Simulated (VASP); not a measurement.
Here is a VASP 6.6.1 calculation.

File INCAR:

```
SYSTEM = Cu
PREC = Accurate
ENCUT = 520
EDIFF = 1E-7
ISMEAR = 0
SIGMA = 0.1
LREAL = .FALSE.
LASPH = .TRUE.
NELM = 100
ALGO = Normal
ISIF = 2
LWAVE = .FALSE.
LCHARG = .FALSE.
LDIPOL = .TRUE.
IDIPOL = 3
DIPOL = 0.5 0.5 0.500
GGA = PE
IVDW = 12
NBANDS = 24
```

The input KPOINTS:

```
regular mesh
0
G
  12 12 1
  0 0 0
```

Contents of POSCAR:

```
Cu
1.0
    2.5189143994      0.0000000000      0.0000000000
   -1.2594571997      2.1814438598      0.0000000000
    0.0000000000      0.0000000000     18.1133699895
Cu
3
Direct
    0.6666666667      0.3333333333      0.3864548675
    0.3333333333      0.6666666667      0.5002117768
    0.0000000000      0.0000000000      0.6139704484
```

Potentials or basis: VASP PAW PBE potentials, release 64 (Cu).

The run is started by

```sh
$ cat potpaw_PBE.64/Cu/POTCAR > POTCAR
$ mpirun -np 1 vasp_std > vasp.out
```

Question: Predict the largest force.

Answer: 0.054 eV/Å.

Question: Predict the dispersion energy per atom.

Answer: -0.396 eV.

Forces in eV/Å, atoms in the order of the input:
```
Cu   0.000  0.000 -0.054
Cu   0.000  0.000  0.000
Cu   0.000  0.000  0.054
```
